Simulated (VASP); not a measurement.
# Zn4HSe4 (a cell with a defect) in VASP: notebook

Runs on Zn4HSe4 (a cell with a defect). Level: LDA. Tasks: single point.

All numbers are computed with VASP 6.6.1; they aren't measurements. Logs are shortened: lines on timing, memory, paths and dates and some standing lists are left out, and cuts for length are marked.

## 1. The cell of the first run

The cell holds a defect, 9 atoms: a = 5.631 Å, b = 5.631 Å, c = 6.596 Å, α = 115.27°, β = 115.27°, γ = 90.00°.

## 2. Single point, LDA

Contents of INCAR:

```
ALGO     = Normal         # electronic algorithm
EDIFF    = 1E-7           # SCF threshold, eV
ENCUT    = 520            # plane-wave cutoff, eV
ISIF     = 2              # what is computed and relaxed
ISMEAR   = 0              # smearing method
LASPH    = True           # aspherical terms in the spheres
LCHARG   = True           # write CHGCAR
LELF     = True           # ELF
LREAL    = False          # projectors in reciprocal space
LVHAR    = True         
LWAVE    = False          # write WAVECAR
NBANDS   = 46             # bands
NELECT   = 72.0         
NELM     = 60             # most SCF steps
PREC     = Accurate       # precision mode
SIGMA    = 0.05           # smearing width, eV
```

Contents of KPOINTS:

```
k-points
0
Gamma
  6 6 6
```

Contents of POSCAR:

```
Zn4HSe4
1.0
   -3.9820046754     -3.9820046754      0.0000000000
   -3.9820046754      3.9820046754      0.0000000000
    3.9820046754      0.0000000000     -5.2585263399
Zn Se H
4 4 1
Direct
    1.0000000000      1.0000000000      1.0000000000
    0.5000000000      0.5000000000      1.0000000000
    1.0000000000      0.5000000000      1.0000000000
    0.5000000000      1.0000000000      1.0000000000
    0.1101682683      0.6101682683      0.7203365366
    0.6101682683      0.1101682683      0.7203365366
    0.8898317317      0.8898317317      0.2796634634
    0.3898317317      0.3898317317      0.2796634634
    0.8749792674      0.3749792674      0.5755407626
```

Potentials or basis: VASP PAW LDA potentials, release 64 (Zn, Se, H).

Run with:

```bash
> cat potpaw_LDA.64/Zn/POTCAR potpaw_LDA.64/Se/POTCAR potpaw_LDA.64/H/POTCAR > POTCAR
> mpirun -np 1 vasp_std > vasp.out
```

OUTCAR:

```text
EDIFF = 1E-7
   ENCUT = 520
   ISIF = 2
   ISMEAR = 0
   LASPH = True
   LREAL = False
   NELECT = 72.0
   NELM = 60
   PREC = Accurate

 ion  position               nearest neighbor table
   1  0.000  0.000  0.000-   5 2.48   6 2.48   7 2.48   8 2.48   3 2.82   4 2.82   3 2.82   4 2.82

   2  0.500  0.500  0.000-   5 2.48   6 2.48   7 2.48   8 2.48   3 2.82   4 2.82   4 2.82   3 2.82

   3  0.000  0.500  0.000-   5 2.48   6 2.48   7 2.48   8 2.48   1 2.82   2 2.82   1 2.82   2 2.82

   4  0.500  0.000  0.000-   5 2.48   6 2.48   7 2.48   8 2.48   1 2.82   2 2.82   2 2.82   1 2.82

   5  0.110  0.610  0.720-   9 1.50   2 2.48   3 2.48   4 2.48   1 2.48
   6  0.610  0.110  0.720-   1 2.48   2 2.48   3 2.48   4 2.48
   7  0.890  0.890  0.280-   1 2.48   2 2.48   3 2.48   4 2.48
   8  0.390  0.390  0.280-   1 2.48   2 2.48   3 2.48   4 2.48
   9  0.875  0.375  0.576-   5 1.50

  LATTYP: Found a body centered tetragonal cell.
 ALAT       =     5.6314050174
 C/A-ratio  =     1.8675717068

  Lattice vectors:

 A1 = (   0.0000000000,  -3.9820046754,   5.2585263399)
 A2 = (   0.0000000000,   3.9820046754,   5.2585263399)
 A3 = (  -3.9820046754,   0.0000000000,  -5.2585263399)

Analysis of symmetry for initial positions (statically):
=====================================================================
 Subroutine PRICEL returns:
 Original cell was already a primitive cell.

 Routine SETGRP: Setting up the symmetry group for a
 body centered tetragonal supercell.

 Subroutine GETGRP returns: Found  2 space group operations
 (whereof  1 operations were pure point group operations)
 out of a pool of 16 trial point group operations.

The static configuration has the point symmetry C_1 .
 The point group associated with its full space group is C_1h.

Analysis of symmetry for dynamics (positions and initial velocities):
=====================================================================
 Subroutine PRICEL returns:
 Original cell was already a primitive cell.

 Routine SETGRP: Setting up the symmetry group for a
 body centered tetragonal supercell.

 Subroutine GETGRP returns: Found  2 space group operations
 (whereof  1 operations were pure point group operations)
 out of a pool of 16 trial point group operations.

The dynamic configuration has the point symmetry C_1 .
 The point group associated with its full space group is C_1h.

 Subroutine INISYM returns: Found  2 space group operations
 (whereof  1 operations are pure point group operations),
 and found     1 'primitive' translations

----------------------------------------------------------------------------------------

                                     Primitive cell

  volume of cell :     166.7622

  direct lattice vectors                    reciprocal lattice vectors
    -3.982004675 -3.982004675  0.000000000    -0.125564895 -0.125564895 -0.095083673
    -3.982004675  3.982004675  0.000000000    -0.125564895  0.125564895 -0.095083673
     3.982004675  0.000000000 -5.258526340     0.000000000  0.000000000 -0.190167346

  length of vectors
     5.631405017  5.631405017  6.596094337     0.201429866  0.201429866  0.190167346

  position of ions in fractional coordinates (direct lattice)
     0.000000000  0.000000000  0.000000000
     0.500000000  0.500000000  0.000000000
     0.000000000  0.500000000  0.000000000
     0.500000000  0.000000000  0.000000000
     0.110168268  0.610168268  0.720336537
     0.610168268  0.110168268  0.720336537
     0.889831732  0.889831732  0.279663463
     0.389831732  0.389831732  0.279663463
     0.874979267  0.374979267  0.575540763

  ion indices of the primitive-cell ions
   primitive index   ion index
                 1           1
                 2           2
                 3           3
                 4           4
                 5           5
                 6           6
                 7           7
                 8           8
                 9           9

----------------------------------------------------------------------------------------

 KPOINTS: k-points

Automatic generation of k-mesh.
 Grid dimensions read from file:
 generate k-points for:    6    6    6

 Generating k-lattice:

  Cartesian coordinates                     Fractional coordinates (reciprocal lattice)
    -0.020927483 -0.020927483 -0.015847279     0.166666667  0.000000000  0.000000000
    -0.020927483  0.020927483 -0.015847279     0.000000000  0.166666667  0.000000000
     0.000000000  0.000000000 -0.031694558     0.000000000  0.000000000  0.166666667

  Length of vectors
     0.033571644  0.033571644  0.031694558

  Shift w.r.t. Gamma in fractional coordinates (k-lattice)
     0.000000000  0.000000000  0.000000000

 Subroutine IBZKPT returns following result:
 ===========================================

 Found     68 irreducible k-points:

 Following reciprocal coordinates:
            Coordinates               Weight
  0.000000  0.000000  0.000000      1.000000
  0.166667  0.000000  0.000000      4.000000
  0.000000 -0.166667  0.166667      4.000000
  0.333333  0.000000 -0.000000      4.000000
  0.000000 -0.333333  0.333333      4.000000
  0.500000  0.000000  0.000000      2.000000
[... 16 lines left out ...]
 -0.166667  0.166667  0.000000      2.000000
  0.166667  0.166667 -0.166667      2.000000
 [... further k-points ...]
   k-points           NKPTS =     68   k-points in BZ     NKDIM =     68   number of bands    NBANDS=     46
   number of dos      NEDOS =    301   number of ions     NIONS =      9
   total plane-waves  NPLWV =  88200
   dimension x,y,z NGX =    42 NGY =   42 NGZ =   50
   dimension x,y,z NGXF=    84 NGYF=   84 NGZF=  100
   ions per type =               4   4   1
   NGX,Y,Z   is equivalent  to a cutoff of  12.40, 12.40, 12.60 a.u.
   NGXF,Y,Z  is equivalent  to a cutoff of  24.80, 24.80, 25.20 a.u.
 SYSTEM =  unknown system
   PREC   = accura    normal or accurate (medium, high low for compatibility)
   ISTART =      0    job   : 0-new  1-cont  2-samecut
   ICHARG =      2    charge: 1-file 2-atom 10-const
   ISPIN  =      1    spin polarized calculation?
   LNONCOLLINEAR =      F non collinear calculations
   LSORBIT =      F    spin-orbit coupling
   LASPH  =      T    aspherical Exc in radial PAW
   ENCUT  =  520.0 eV  38.22 Ry    6.18 a.u.  10.47 10.47 12.26*2*pi/ulx,y,z
   NELM   =     60;   NELMIN=  2; NELMDL= -5     # of ELM steps
   EDIFF  = 0.1E-06   stopping-criterion for ELM
   LREAL  =      F    real-space projection
   EDIFFG = 0.1E-05   stopping-criterion for IOM
   NSW    =      0    number of steps for IOM
   IBRION =     -1    ionic relax: 0-MD 1-quasi-New 2-CG
   NFREE  =      0    steps in history (QN), initial steepest desc. (CG)
   ISIF   =      2    stress and relaxation
   ISYM   =      2    0-nonsym 1-usesym 2-fastsym
   POTIM  = 0.5000    time-step for ionic-motion
   TEBEG  =    0.0;   TEEND  =   0.0 temperature during run
   PSTRESS=    0.0 pullay stress
   NELECT =      72.0000    total number of electrons
   NUPDOWN=      -1.0000    fix difference up-down
   EMIN   =  10.00;   EMAX   =-10.00  energy-range for DOS
   EFERMI =   0.00;   METHOD = LEGACY
   ISMEAR =     0;   SIGMA  =   0.05  broadening in eV -4-tet -1-fermi 0-gaus
   EFERMI_NEDOS =   21; number of points for ismear=-14 and -15
   IALGO  =     38    algorithm
   IMIX   =      4    mixing-type and parameters
     AMIX     =   0.40;   BMIX     =  1.00
     AMIX_MAG =   1.60;   BMIX_MAG =  1.00
  volume/ion in A,a.u.               =      18.53       125.04
  Fermi-wavevector in a.u.,A,eV,Ry     =   1.237333  2.338220 20.830412  1.530992
  Thomas-Fermi vector in A             =   2.371904
   LORBIT       =      0    0 simple, 1 ext, 2 COOP (PROOUT), +10 PAW based schemes
   GGA     = CA    functional components
   LHFCALC =     F    Hartree Fock is set to
   AEXX    =    0.0000 exact exchange contribution
   IVDW    =     0    specifies the selected vdW correction
   LEPSILON=     F    determine dielectric tensor
   LRPA    =     F    only Hartree local field effects (RPA)
 non-spin polarized calculation
 Gauss-broadening in eV      SIGMA  =   0.05
  energy-cutoff  :      520.00
  volume of cell :      166.76
 maximum number of plane-waves:      4555
 NGX is ok and might be reduce to    42

 number of electron      72.0000030 magnetization

 Free energy of the ion-electron system (eV)
  ---------------------------------------------------
  ext. energy  EPLUGINS =         0.00000000
  ---------------------------------------------------
  free energy    TOTEN  =       -33.32262030 eV

  energy without entropy =      -33.32262030  energy(sigma->0) =      -33.32262030

 E-fermi :   2.6641     XC(G=0): -10.1440

 val. band max:        2.4312769305   @ k =   0.0000   0.0000   0.0000
 cond. band min:       3.3937774809   @ k =   0.0000   0.0000   0.0000
 fundamental gap:      0.9625005504
 Fermi energy:         2.6641422271

 k-point     1 :       0.0000    0.0000    0.0000
  band No.  band energies     occupation
      1     -11.9889      2.00000
      2     -10.6001      2.00000
      3      -9.9929      2.00000
      4      -9.8550      2.00000
      5      -5.4153      2.00000
      6      -5.0401      2.00000
[... 38 lines left out ...]
     45       7.9948      0.00000
     46       8.1442      0.00000

 k-point     2 :       0.1667    0.0000    0.0000
  band No.  band energies     occupation
      1     -11.9320      2.00000
      2     -10.6130      2.00000
      3     -10.0393      2.00000
      4      -9.8909      2.00000
      5      -5.3965      2.00000
      6      -5.0180      2.00000
[... 38 lines left out ...]
     45       8.0801      0.00000
     46       8.3407      0.00000

 k-point     3 :       0.0000   -0.1667    0.1667
  band No.  band energies     occupation
      1     -11.9365      2.00000
      2     -10.6044      2.00000
      3     -10.0382      2.00000
      4      -9.8922      2.00000
      5      -5.3863      2.00000
      6      -5.0197      2.00000
[... 38 lines left out ...]
     45       8.0667      0.00000
     46       8.3127      0.00000

 k-point     4 :       0.3333    0.0000   -0.0000
  band No.  band energies     occupation
      1     -11.8062      2.00000
      2     -10.6169      2.00000
      3     -10.1741      2.00000
      4      -9.9612      2.00000
      5      -5.3681      2.00000
      6      -4.9793      2.00000
[... 920 lines left out ...]
     45       8.3305      0.00000
     46       8.8081      0.00000

 k-point    23 :      -0.1667    0.1667    0.0000
  band No.  band energies     occupation
      1     -11.9088      2.00000
      2     -10.6007      2.00000
      3     -10.0750      2.00000
      4      -9.8942      2.00000
      5      -5.3748      2.00000
      6      -4.9796      2.00000
[... 38 lines left out ...]
     45       7.9929      0.00000
     46       8.4852      0.00000

 k-point    24 :       0.1667    0.1667   -0.1667
  band No.  band energies     occupation
      1     -11.9046      2.00000
      2     -10.6140      2.00000
      3     -10.0715      2.00000
      4      -9.8933      2.00000
      5      -5.3460      2.00000
      6      -4.9835      2.00000
[... 38 lines left out ...]
     45       8.0222      0.00000
     46       8.5524      0.00000

 [... further k-points ...]

------------------------ aborting loop because EDIFF is reached ----------------------------------------

  FORCE on cell =-STRESS in cart. coord.  units (eV):
  Direction    XX          YY          ZZ          XY          YZ          ZX
  --------------------------------------------------------------------------------------
  -------------------------------------------------------------------------------------
  Total       -5.6418969     -6.7935566     -6.3240322      0.0000000      0.0000000      0.0740514
  in kB      -54.2048496    -65.2694867    -60.7585046      0.0000000      0.0000000      0.7114526
  external PRESSURE =     -60.0776137 kB  Pullay stress =       0.0000000 kB

 VOLUME and BASIS-vectors are now :
 -----------------------------------------------------------------------------
  energy-cutoff  :      520.00
  volume of cell :      166.76
      direct lattice vectors                 reciprocal lattice vectors
    -3.982004675 -3.982004675  0.000000000    -0.125564895 -0.125564895 -0.095083673
    -3.982004675  3.982004675  0.000000000    -0.125564895  0.125564895 -0.095083673
     3.982004675  0.000000000 -5.258526340     0.000000000  0.000000000 -0.190167346

 POSITION                                       TOTAL-FORCE (eV/Angst)
 -----------------------------------------------------------------------------------
      0.00000      0.00000      0.00000         0.074909      0.320772     -0.177520
     -3.98200      0.00000      0.00000         0.074909     -0.320772     -0.177520
     -1.99100      1.99100      0.00000         0.427955      0.000000     -0.617731
     -1.99100     -1.99100      0.00000        -1.061548      0.000000     -0.766385
      0.00000      1.99100     -3.78791        -0.307490      0.000000      0.568880
      0.00000     -1.99100     -3.78791         0.168405      0.000000      0.223635
     -5.97301      0.00000     -1.47062         0.167826      0.145918      0.231763
     -1.99100      0.00000     -1.47062         0.167826     -0.145918      0.231763
     -2.68553     -1.99100     -3.02650         0.287207      0.000000      0.483114
 -----------------------------------------------------------------------------------
    total drift:                               -0.000073     -0.000000      0.000153

  FREE ENERGIE OF THE ION-ELECTRON SYSTEM (eV)
  ---------------------------------------------------
  free  energy   TOTEN  =       -33.3226202960 eV

  energy  without entropy=      -33.3226202960  energy(sigma->0) =      -33.32262030
```

Wall time 8.8 min (1 thread of Intel Xeon Platinum 8259CL at 2.50GHz (Skylake/Cascade Lake), shared host); peak memory 0.52 GiB.

What came out:

| Quantity | Value |
| --- | --- |
| Free energy | -33.3226 eV |
| Largest force | 1.309 eV/Å |

Forces on the atoms (eV/Å):
```
Zn   0.075  0.321 -0.178
Zn   0.075 -0.321 -0.178
Zn   0.428  0.000 -0.618
Zn  -1.062  0.000 -0.766
Se  -0.307  0.000  0.569
Se   0.168  0.000  0.224
Se   0.168  0.146  0.232
Se   0.168 -0.146  0.232
H    0.287  0.000  0.483
```

Levels at points of the mesh, in eV from the Fermi level:
| k point | band 33 | band 34 | band 35 | band 36 | band 37 | band 38 | band 39 | band 40 |
| --- | --- | --- | --- | --- | --- | --- | --- | --- |
| (0.00, 0.00, 0.00) | -3.02 | -0.75 | -0.39 | -0.23 | 0.73 | 1.47 | 2.37 | 3.45 |
| (0.50, 0.00, 0.00) | -1.96 | -1.75 | -1.45 | -1.12 | 1.92 | 3.68 | 3.81 | 3.94 |
| (0.00, 0.50, 0.50) | -1.90 | -1.75 | -1.70 | -1.18 | 2.11 | 3.76 | 3.80 | 3.88 |
| (0.50, 0.50, 0.00) | -1.25 | -1.19 | -1.04 | -0.95 | 0.97 | 2.03 | 2.83 | 3.57 |
| (0.00, 0.00, 0.50) | -2.31 | -2.13 | -1.34 | -1.15 | 0.93 | 1.83 | 2.31 | 2.43 |

Caveat: the cell carries a net charge on a neutralising background, which shifts energy and pressure; the cell is charged against a uniform background, so pressure and absolute levels hang on convention.

## 3. Single point, LDA

Contents of INCAR:

```
PREC     = Accurate       # precision mode
ENCUT    = 520            # plane-wave cutoff, eV
EDIFF    = 1E-6           # SCF threshold, eV
ISMEAR   = 0              # smearing method
SIGMA    = 0.05           # smearing width, eV
LREAL    = F              # projectors in reciprocal space
LASPH    = T              # aspherical terms in the spheres
NELM     = 100            # most SCF steps
ALGO     = Normal         # electronic algorithm
ISIF     = 2              # what is computed and relaxed
LWAVE    = F              # write WAVECAR
LCHARG   = F              # write CHGCAR
NBANDS   = 46             # bands
NELECT   = 72.0
```

Contents of KPOINTS:

```
Automatic mesh
0
Gamma
  6 6 6
```

Edit POSCAR of step 2 so:

```diff
@@ -16,2 +16,2 @@
     0.3898317317      0.3898317317      0.2796634634
-    0.8749792674      0.3749792674      0.5755407626
+    0.8749792674      0.3749792674      0.0755407626
```

Potentials or basis: VASP PAW LDA potentials, release 64 (Zn, Se, H).

Run with:

```bash
> cat potpaw_LDA.64/Zn/POTCAR potpaw_LDA.64/Se/POTCAR potpaw_LDA.64/H/POTCAR > POTCAR
> mpirun -np 1 vasp_std > vasp.out
```

Wall time 8.8 min (1 thread of Intel Xeon Platinum 8259CL at 2.50GHz (Skylake/Cascade Lake), shared host); peak memory 0.52 GiB.

Results (log left out):

```yaml
Free_energy: -31.8227 eV
Largest_force: 5.038 eV/Å
```

Forces on the atoms (eV/Å):
```
Zn   0.256 -0.651 -0.111
Zn   0.256  0.651 -0.111
Zn  -4.889  0.000  1.217
Zn   0.311  0.000 -0.041
Se   0.288  0.000  0.085
Se   0.143  0.000  0.364
Se  -0.141  0.056 -0.327
Se  -0.141 -0.056 -0.327
H    3.917  0.000 -0.751
```

Levels at points of the mesh, in eV from the Fermi level:
```
           k point  band 32  band 33  band 34  band 35  band 36  band 37  band 38  band 39  band 40  band 41
(0.00, 0.00, 0.00)    -3.12    -3.09    -0.53    -0.26    -0.25     0.25     1.37     1.79     3.49     4.79
(0.50, 0.00, 0.00)    -2.11    -1.92    -1.78    -1.44    -1.28     1.01     3.70     3.81     3.93     4.01
(0.00, 0.50, 0.50)    -2.12    -1.98    -1.84    -1.59    -1.24     1.11     3.69     3.81     3.92     3.97
(0.50, 0.50, 0.00)    -1.41    -1.31    -1.24    -1.11    -0.98     0.56     2.03     2.85     3.35     3.39
(0.50, 0.50, 0.50)    -1.51    -1.39    -1.19    -1.11    -0.88     0.56     2.00     2.08     3.38     3.90
(0.00, 0.00, 0.50)    -2.58    -2.39    -1.99    -1.10    -1.10     0.29     1.71     2.46     2.57     2.74
```

Caveat: the cell carries a net charge on a neutralising background, which shifts energy and pressure; the cell is charged against a uniform background, so pressure and absolute levels hang on convention.
